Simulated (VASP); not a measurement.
AlN:

```
CELL_PARAMETERS angstrom
3.09983 0.00000 0.00000
-1.54992 2.68453 0.00000
0.00000 0.00000 3.87458
ATOMIC_POSITIONS crystal
Al 0.33333 0.66667 0.25000
Al 0.66667 0.33333 0.75000
N 0.66667 0.33333 0.25000
N 0.33333 0.66667 0.75000
```

```yaml
Program: VASP 6.6.1
Task: relaxation of cell and atoms
Functional: PBE
Potentials_or_basis: VASP PAW PBE potentials, release 64 (Al, N)
Cutoff: 600 eV
k_mesh: 12 × 12 × 6
Occupations: fermi-dirac, width 0.02 eV
Spin: no spin polarisation
```

At the start: pressure 65.2 GPa; volume 8.06 Å³/atom.

How do energy, volume and symmetry change on relaxing?

Over 9 steps the energy falls by 321.7 meV/atom and the volume is 9.94 Å³/atom (+23.4 %); space group P6_3/mmc (No. 194, to 0.05 Å).

The path:
| step | energy change (eV) | largest force (eV/Å) | pressure (GPa) | volume (Å³) |
| --- | --- | --- | --- | --- |
| 1 | 0.0000 | 0.0000 | 65.19 | 32.24 |
| 2 | -0.0644 | 0.0000 | -31.01 | 50.09 |
| 3 | -1.2801 | 0.0000 | -1.60 | 40.02 |
| 4 | -1.2818 | 0.0000 | -0.28 | 39.76 |
| 5 | -1.2817 | 0.0000 | 0.57 | 39.60 |
| 6 | -1.2853 | 0.0000 | 0.52 | 39.64 |
| 7 | -1.2865 | 0.0000 | 0.54 | 39.67 |
| 8 | -1.2865 | 0.0000 | -0.53 | 39.88 |
| 9 | -1.2867 | 0.0000 | 0.01 | 39.78 |

Final structure:
```
CELL_PARAMETERS angstrom
3.31253 0.00000 0.00000
-1.65626 2.86873 0.00000
0.00000 0.00000 4.18594
ATOMIC_POSITIONS crystal
Al 0.33333 0.66667 0.25000
Al 0.66667 0.33333 0.75000
N 0.66667 0.33333 0.25000
N 0.33333 0.66667 0.75000
```

Caveat: the volume moved by over 15 % at a fixed basis, so the end points are rough.
